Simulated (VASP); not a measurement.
Runs of VASP 6.6.1 on BaRe. The structure is that of space group Pm-3m (No. 221), or close to it. The cells are those of the table. 

| level | potentials or basis | spin | cell | k mesh | cutoff (eV) | gap on the mesh (eV) | pressure (GPa) |
| --- | --- | --- | --- | --- | --- | --- | --- |
| r2SCAN | VASP PAW PBE potentials, release 64 (Ba_sv, Re_sv_GW) | off | a = 3.723 Å, 2 atoms | 8 × 8 × 8 | 610 | none | 1.1 |
| LDA | VASP PAW LDA potentials, release 64 (Ba_sv, Re_sv_GW) | off | a = 3.723 Å, 2 atoms | 8 × 8 × 8 | 560 | none | (b) |
| PBE | VASP PAW PBE potentials, release 64 (Ba_sv, Re_sv_GW) | off | a = 3.654 Å, 2 atoms | 8 × 8 × 8 | 560 | none | 4.6 |
| PBE | VASP PAW PBE potentials, release 64 (Ba_sv, Re_sv_GW) | non-collinear, zero start, SOC | a = 3.723 Å, 2 atoms | 8 × 8 × 8 | 560 | - | 2.4 |
| PBE | VASP PAW PBE potentials, release 64 (Ba_sv, Re_sv_GW) | off | a = 3.723 Å, 2 atoms | 8 × 8 × 8, shifted | 560 | none | 1.0 |
| PBE | VASP PAW PBE potentials, release 64 (Ba_sv, Re_sv_GW) | off | a = 3.723 Å, 2 atoms | 8 × 8 × 8 | 560 | none | (a) |
| PBEsol | VASP PAW PBE potentials, release 64 (Ba_sv, Re_sv_GW) | off | a = 3.723 Å, 2 atoms | 8 × 8 × 8 | 560 | none | -2.9 |

Alike in all rows: task single point; smearing gaussian 0.05 eV.

Task: Estimate the missing entries.

Result: (a) 1.3; (b) -4.5.

Caveats: spin-orbit coupling is left out, which moves the levels of the heavy elements (at least some runs); the PAW data sets were made with another functional, which shifts forces and pressure a little (at least some runs); the cell stands under tension (at least some runs); the cell stands under pressure (at least some runs).

A k mesh can miss the band edges, and rows without SOC leave out spin-orbit coupling on Ba, Re.

A gap of «none» marks levels without a gap at the run's occupations.
